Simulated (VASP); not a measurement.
# ZnO (zincite) (P6_3mc) in VASP: notebook

Runs on ZnO (zincite). Level: PBE. Tasks: single point.

Everything below comes from runs of VASP 6.6.1. Logs are shortened: lines on timing, memory, paths and dates and some standing lists are left out, and cuts for length are marked.

### Step 1. The cell of the first run

It takes space group P6_3mc (No. 186, hexagonal). Conventional cell: a = 3.249 Å, b = 3.249 Å, c = 5.206 Å, α = 90.00°, β = 90.00°, γ = 120.00°. Zn (site symmetry 3m) has 4 O at 1.97 to 1.98 Å within 2.6 Å. Within 2.6 Å of O (site symmetry 3m) lie 4 Zn at 1.97 to 1.98 Å.

### Step 2. Single point, PBE

Contents of INCAR:

```
  PREC = Accurate
  ENCUT = 520
  EDIFF = 1E-7
  ISMEAR = 0
  SIGMA = 0.018000000000000002
  LREAL = F
  LASPH = T
  NELM = 100
  ALGO = Normal
  ISIF = 2
  LWAVE = F
  LCHARG = F
  GGA = PE
  NBANDS = 26
```

Contents of KPOINTS:

```
regular mesh
0
Gamma
  9 9 5
```

Contents of POSCAR:

```
ZnO
1.0
    3.2493080000      0.0000000000      0.0000000000
   -1.6246540000      2.8139832727      0.0000000000
    0.0000000000      0.0000000000      5.2057090000
Zn O
2 2
Direct
    0.6666666667      0.3333333333      0.0000000000
    0.3333333333      0.6666666667      0.5000000000
    0.3333333333      0.6666666667      0.8790100000
    0.6666666667      0.3333333333      0.3790100000
```

Potentials or basis: VASP PAW PBE potentials, release 64 (Zn, O).

Launch:

```
$ cat potpaw_PBE.64/Zn/POTCAR potpaw_PBE.64/O/POTCAR > POTCAR
$ mpirun -np 1 vasp_std > vasp.out
```

OUTCAR:

```text
PREC = Accurate
   ENCUT = 520
   EDIFF = 1E-7
   ISMEAR = 0
   LREAL = F
   LASPH = T
   NELM = 100
   ISIF = 2
   GGA = PE

 ion  position               nearest neighbor table
   1  0.667  0.333  0.000-   4 1.97   3 1.98   3 1.98   3 1.98
   2  0.333  0.667  0.500-   3 1.97   4 1.98   4 1.98   4 1.98
   3  0.333  0.667  0.879-   2 1.97   1 1.98   1 1.98   1 1.98
   4  0.667  0.333  0.379-   1 1.97   2 1.98   2 1.98   2 1.98

  LATTYP: Found a hexagonal cell.
 ALAT       =     3.2493080000
 C/A-ratio  =     1.6020977390

  Lattice vectors:

 A1 = (   3.2493080000,   0.0000000000,   0.0000000000)
 A2 = (  -1.6246540000,   2.8139832727,   0.0000000000)
 A3 = (   0.0000000000,   0.0000000000,   5.2057090000)

Analysis of symmetry for initial positions (statically):
=====================================================================
 Subroutine PRICEL returns:
 Original cell was already a primitive cell.

 Routine SETGRP: Setting up the symmetry group for a
 hexagonal supercell.

 Subroutine GETGRP returns: Found 12 space group operations
 (whereof  6 operations were pure point group operations)
 out of a pool of 24 trial point group operations.

The static configuration has the point symmetry C_3v.
 The point group associated with its full space group is C_6v.

Analysis of symmetry for dynamics (positions and initial velocities):
=====================================================================
 Subroutine PRICEL returns:
 Original cell was already a primitive cell.

 Routine SETGRP: Setting up the symmetry group for a
 hexagonal supercell.

 Subroutine GETGRP returns: Found 12 space group operations
 (whereof  6 operations were pure point group operations)
 out of a pool of 24 trial point group operations.

The dynamic configuration has the point symmetry C_3v.
 The point group associated with its full space group is C_6v.

 Subroutine INISYM returns: Found 12 space group operations
 (whereof  6 operations are pure point group operations),
 and found     1 'primitive' translations

----------------------------------------------------------------------------------------

                                     Primitive cell

  volume of cell :      47.5984

  direct lattice vectors                    reciprocal lattice vectors
     3.249308000  0.000000000  0.000000000     0.307757836  0.177684070  0.000000000
    -1.624654000  2.813983273  0.000000000     0.000000000  0.355368139  0.000000000
     0.000000000  0.000000000  5.205709000     0.000000000  0.000000000  0.192096792

  length of vectors
     3.249308000  3.249308000  5.205709000     0.355368139  0.355368139  0.192096792

  position of ions in fractional coordinates (direct lattice)
     0.666666667  0.333333333  0.000000000
     0.333333333  0.666666667  0.500000000
     0.333333333  0.666666667  0.879010000
     0.666666667  0.333333333  0.379010000

  ion indices of the primitive-cell ions
   primitive index   ion index
                 1           1
                 2           2
                 3           3
                 4           4

----------------------------------------------------------------------------------------

 KPOINTS: regular mesh

Automatic generation of k-mesh.
 Grid dimensions read from file:
 generate k-points for:    9    9    5

 Generating k-lattice:

  Cartesian coordinates                     Fractional coordinates (reciprocal lattice)
     0.034195315  0.019742674  0.000000000     0.111111111  0.000000000  0.000000000
     0.000000000  0.039485349  0.000000000     0.000000000  0.111111111  0.000000000
     0.000000000  0.000000000  0.038419358     0.000000000  0.000000000  0.200000000

  Length of vectors
     0.039485349  0.039485349  0.038419358

  Shift w.r.t. Gamma in fractional coordinates (k-lattice)
     0.000000000  0.000000000  0.000000000

 Subroutine IBZKPT returns following result:
 ===========================================

 Found     36 irreducible k-points:

 Following reciprocal coordinates:
            Coordinates               Weight
  0.000000  0.000000  0.000000      1.000000
  0.111111  0.000000  0.000000      6.000000
  0.222222  0.000000  0.000000      6.000000
  0.333333  0.000000  0.000000      6.000000
  0.444444  0.000000  0.000000      6.000000
  0.111111  0.111111  0.000000      6.000000
[... 16 lines left out ...]
  0.333333  0.222222  0.200000     24.000000
  0.333333  0.333333  0.200000      4.000000
 [... further k-points ...]
   k-points           NKPTS =     36   k-points in BZ     NKDIM =     36   number of bands    NBANDS=     26
   number of dos      NEDOS =    301   number of ions     NIONS =      4
   total plane-waves  NPLWV =  23040
   dimension x,y,z NGX =    24 NGY =   24 NGZ =   40
   dimension x,y,z NGXF=    48 NGYF=   48 NGZF=   80
   ions per type =               2   2
   NGX,Y,Z   is equivalent  to a cutoff of  12.28, 12.28, 12.77 a.u.
   NGXF,Y,Z  is equivalent  to a cutoff of  24.56, 24.56, 25.55 a.u.
 SYSTEM =  unknown system
   PREC   = accura    normal or accurate (medium, high low for compatibility)
   ISTART =      0    job   : 0-new  1-cont  2-samecut
   ICHARG =      2    charge: 1-file 2-atom 10-const
   ISPIN  =      1    spin polarized calculation?
   LNONCOLLINEAR =      F non collinear calculations
   LSORBIT =      F    spin-orbit coupling
   LASPH  =      T    aspherical Exc in radial PAW
   ENCUT  =  520.0 eV  38.22 Ry    6.18 a.u.   6.04  6.04  9.68*2*pi/ulx,y,z
   NELM   =    100;   NELMIN=  2; NELMDL= -5     # of ELM steps
   EDIFF  = 0.1E-06   stopping-criterion for ELM
   LREAL  =      F    real-space projection
   EDIFFG = 0.1E-05   stopping-criterion for IOM
   NSW    =      0    number of steps for IOM
   IBRION =     -1    ionic relax: 0-MD 1-quasi-New 2-CG
   NFREE  =      0    steps in history (QN), initial steepest desc. (CG)
   ISIF   =      2    stress and relaxation
   ISYM   =      2    0-nonsym 1-usesym 2-fastsym
   POTIM  = 0.5000    time-step for ionic-motion
   TEBEG  =    0.0;   TEEND  =   0.0 temperature during run
   PSTRESS=    0.0 pullay stress
   NELECT =      36.0000    total number of electrons
   NUPDOWN=      -1.0000    fix difference up-down
   EMIN   =  10.00;   EMAX   =-10.00  energy-range for DOS
   EFERMI =   0.00;   METHOD = LEGACY
   ISMEAR =     0;   SIGMA  =   0.02  broadening in eV -4-tet -1-fermi 0-gaus
   EFERMI_NEDOS =   21; number of points for ismear=-14 and -15
   IALGO  =     38    algorithm
   IMIX   =      4    mixing-type and parameters
     AMIX     =   0.40;   BMIX     =  1.00
     AMIX_MAG =   1.60;   BMIX_MAG =  1.00
  volume/ion in A,a.u.               =      11.90        80.30
  Fermi-wavevector in a.u.,A,eV,Ry     =   1.491574  2.818667 30.270160  2.224794
  Thomas-Fermi vector in A             =   2.604212
   LORBIT       =      0    0 simple, 1 ext, 2 COOP (PROOUT), +10 PAW based schemes
   GGA     = PE    functional components
   LHFCALC =     F    Hartree Fock is set to
   AEXX    =    0.0000 exact exchange contribution
   IVDW    =     0    specifies the selected vdW correction
   LEPSILON=     F    determine dielectric tensor
   LRPA    =     F    only Hartree local field effects (RPA)
 non-spin polarized calculation
 Gauss-broadening in eV      SIGMA  =   0.02
  energy-cutoff  :      520.00
  volume of cell :       47.60
 maximum number of plane-waves:      1308
   NGX = 13   NGY = 13   NGZ = 19

 number of electron      36.0000017 magnetization

 Free energy of the ion-electron system (eV)
  ---------------------------------------------------
  ext. energy  EPLUGINS =         0.00000000
  ---------------------------------------------------
  free energy    TOTEN  =       -17.82215520 eV

  energy without entropy =      -17.82215520  energy(sigma->0) =      -17.82215520

 E-fermi :   1.3085     XC(G=0): -10.9115

 val. band max:        1.2009252585   @ k =   0.0000   0.0000   0.0000
 cond. band min:       1.9907740771   @ k =   0.0000   0.0000   0.0000
 fundamental gap:      0.7898488186
 Fermi energy:         1.3084996236

 k-point     1 :       0.0000    0.0000    0.0000
  band No.  band energies     occupation
      1     -16.8875      2.00000
      2     -16.1563      2.00000
      3      -4.4871      2.00000
      4      -4.4871      2.00000
      5      -4.4476      2.00000
      6      -4.4262      2.00000
[... 18 lines left out ...]
     25      15.3278      0.00000
     26      15.3278      0.00000

 k-point     2 :       0.1111    0.0000    0.0000
  band No.  band energies     occupation
      1     -16.8205      2.00000
      2     -16.1273      2.00000
      3      -4.5655      2.00000
      4      -4.4487      2.00000
      5      -4.4065      2.00000
      6      -4.3443      2.00000
[... 18 lines left out ...]
     25      15.4704      0.00000
     26      15.4731      0.00000

 k-point     3 :       0.2222    0.0000    0.0000
  band No.  band energies     occupation
      1     -16.6414      2.00000
      2     -16.0580      2.00000
      3      -4.7140      2.00000
      4      -4.3910      2.00000
      5      -4.3590      2.00000
      6      -4.2577      2.00000
[... 18 lines left out ...]
     25      14.7205      0.00000
     26      15.4437      0.00000

 k-point     4 :       0.3333    0.0000    0.0000
  band No.  band energies     occupation
      1     -16.4137      2.00000
      2     -15.9945      2.00000
      3      -4.7951      2.00000
      4      -4.4384      2.00000
      5      -4.2779      2.00000
      6      -4.0865      2.00000
[... 18 lines left out ...]
     25      14.5921      0.00000
     26      15.2719      0.00000
[... 496 lines left out ...]
      1     -16.2699      2.00000
      2     -16.0053      2.00000
      3      -4.6511      2.00000
      4      -4.5676      2.00000
      5      -4.1969      2.00000
      6      -4.1659      2.00000
[... 18 lines left out ...]
     25      13.2625      0.00000
     26      16.4986      0.00000

 k-point    23 :       0.3333    0.2222    0.2000
  band No.  band energies     occupation
      1     -16.1272      2.00000
      2     -15.9968      2.00000
      3      -4.5826      2.00000
      4      -4.4105      2.00000
      5      -4.2392      2.00000
      6      -4.0297      2.00000
[... 18 lines left out ...]
     25      14.0675      0.00000
     26      15.5469      0.00000

 k-point    24 :       0.3333    0.3333    0.2000
  band No.  band energies     occupation
      1     -16.0363      2.00000
      2     -16.0363      2.00000
      3      -4.4943      2.00000
      4      -4.2868      2.00000
      5      -4.2868      2.00000
      6      -3.9211      2.00000
[... 18 lines left out ...]
     25      14.7517      0.00000
     26      15.7868      0.00000

 [... further k-points ...]
[... 5 lines left out ...]
  --------------------------------------------------------------------------------------
  -------------------------------------------------------------------------------------
  Total        1.6030766      1.6030766      2.1262370     -0.0000000      0.0000000      0.0000000
  in kB       53.9600807     53.9600807     71.5698288     -0.0000000      0.0000000      0.0000000
  external PRESSURE =      59.8299967 kB  Pullay stress =       0.0000000 kB

 VOLUME and BASIS-vectors are now :
 -----------------------------------------------------------------------------
  energy-cutoff  :      520.00
  volume of cell :       47.60
      direct lattice vectors                 reciprocal lattice vectors
     3.249308000  0.000000000  0.000000000     0.307757836  0.177684070  0.000000000
    -1.624654000  2.813983273  0.000000000     0.000000000  0.355368139  0.000000000
     0.000000000  0.000000000  5.205709000     0.000000000  0.000000000  0.192096792

 POSITION                                       TOTAL-FORCE (eV/Angst)
 -----------------------------------------------------------------------------------
      1.62465      0.93799      0.00000         0.000000      0.000000     -0.074089
     -0.00000      1.87599      2.60285        -0.000000      0.000000     -0.074089
     -0.00000      1.87599      4.57587         0.000000      0.000000      0.074089
      1.62465      0.93799      1.97302        -0.000000     -0.000000      0.074089
 -----------------------------------------------------------------------------------
    total drift:                               -0.000000     -0.000000     -0.000182

  FREE ENERGIE OF THE ION-ELECTRON SYSTEM (eV)
  ---------------------------------------------------
  free  energy   TOTEN  =       -17.8221552042 eV

  energy  without entropy=      -17.8221552042  energy(sigma->0) =      -17.82215520
```

Wall time 78 s (1 thread of AMD EPYC 7R13, shared host); peak memory 0.15 GiB.

What came out:

| Item | Value |
| --- | --- |
| Free energy | -17.8222 eV |
| Pressure | 6.0 GPa |
| Largest force | 0.074 eV/Å |
| Band gap on the k mesh | 0.79 eV, direct |

Forces in eV/Å, atoms in the order of the input:
```
Zn   0.000  0.000 -0.074
Zn   0.000  0.000 -0.074
O    0.000  0.000  0.074
O    0.000  0.000  0.074
```

Stress tensor (GPa, compression positive):
```
5.40 0.00 0.00
0.00 5.40 0.00
0.00 0.00 7.16
```

### Step 3. Single point, PBE

Contents of INCAR:

```
  ALGO = Normal
  EDIFF = 1E-6
  ENCUT = 520
  GGA = PE
  ISIF = 2
  ISMEAR = 0
  LASPH = T
  LCHARG = F
  LREAL = F
  LWAVE = F
  NBANDS = 26
  NELM = 80
  PREC = Accurate
  SIGMA = 0.019000000000000003
```

Contents of KPOINTS:

```
k-points
0
Gamma
  9 9 5
```

POSCAR is that of step 2.

Potentials or basis: VASP PAW PBE potentials, release 64 (Zn, O).

Launch:

```
$ cat potpaw_PBE.64/Zn/POTCAR potpaw_PBE.64/O/POTCAR > POTCAR
$ mpirun -np 1 vasp_std > vasp.out
```

Run time: 71 s. Hardware: 1 thread of AMD EPYC 7R13, shared host; peak memory 0.15 GiB.

Results (log left out):

| Property | Result |
| --- | --- |
| Free energy | -17.8222 eV |
| Pressure | 6.0 GPa |
| Largest force | 0.074 eV/Å |
| Band gap on the k mesh | 0.79 eV, direct |

Forces in eV/Å, atoms in the order of the input:
```
Zn   0.000  0.000 -0.074
Zn   0.000  0.000 -0.074
O    0.000  0.000  0.074
O    0.000  0.000  0.074
```

Stress tensor (GPa, compression positive):
```
5.43 0.00 0.00
0.00 5.43 0.00
0.00 0.00 7.19
```

Levels at points of the mesh, in eV from the valence-band top:
| k point | band 16 | band 17 | band 18 | band 19 | band 20 | band 21 |
| --- | --- | --- | --- | --- | --- | --- |
| (0.00, 0.00, 0.00) | -0.07 | 0.00 | 0.00 | 0.79 | 5.21 | 8.26 |

### Step 4. Single point, PBE

Contents of INCAR:

```
PREC = Accurate ; ENCUT = 520
EDIFF = 1E-6 ; ISMEAR = 0
SIGMA = 0.02 ; LREAL = False
LASPH = True ; NELM = 100
ALGO = Normal ; ISIF = 2
LWAVE = False ; LCHARG = True
GGA = PE ; LELF = True
LVHAR = True ; NBANDS = 26
```

Contents of KPOINTS:

```
Automatic mesh
0
Gamma
  9 9 5
```

POSCAR is that of step 3.

Launch:

```
$ cat potpaw_PBE.64/Zn/POTCAR potpaw_PBE.64/O/POTCAR > POTCAR
$ mpirun -np 1 vasp_std > vasp.out
```

Run time: 66 s. Hardware: 1 thread of AMD EPYC 7R13, shared host; peak memory 0.15 GiB.

Results (log left out):

```yaml
Free_energy: -17.8222 eV
Pressure: 6.0 GPa
Largest_force: 0.074 eV/Å
Band_gap_on_the_k_mesh: 0.79 eV, direct
```

Forces on the atoms (eV/Å):
```
Zn   0.000  0.000 -0.074
Zn   0.000  0.000 -0.074
O    0.000  0.000  0.074
O    0.000  0.000  0.074
```

Stress tensor (GPa, compression positive):
```
5.43 0.00 0.00
0.00 5.43 0.00
0.00 0.00 7.19
```

Levels at points of the mesh, in eV from the valence-band top:
```tsv
k point	band 15	band 16	band 17	band 18	band 19	band 20	band 21	band 22
(0.00, 0.00, 0.00)	-0.81	-0.07	0.00	0.00	0.79	5.21	8.26	12.85
```

PBE gaps usually lie below the measured ones, often by a third to a half.

### Step 5. Summary

| smearing | gap on the mesh (eV) | pressure (GPa) | largest force (eV/Å) |
| --- | --- | --- | --- |
| gaussian 0.018 eV | 0.79 | 6.0 | 0.07 |
| gaussian 0.019 eV | 0.79 | 6.0 | 0.07 |
| gaussian 0.02 eV | 0.79 | 6.0 | 0.07 |

Alike in all rows: task single point; level PBE; potentials or basis VASP PAW PBE potentials, release 64 (Zn, O); no spin polarisation; cell as given; k mesh 9 × 9 × 5; cutoff (eV) 520.

On the cell as given the gap runs from 0.79 eV (PBE) to 0.79 eV (PBE).

Absolute energies hang on the potentials; compare differences alone.
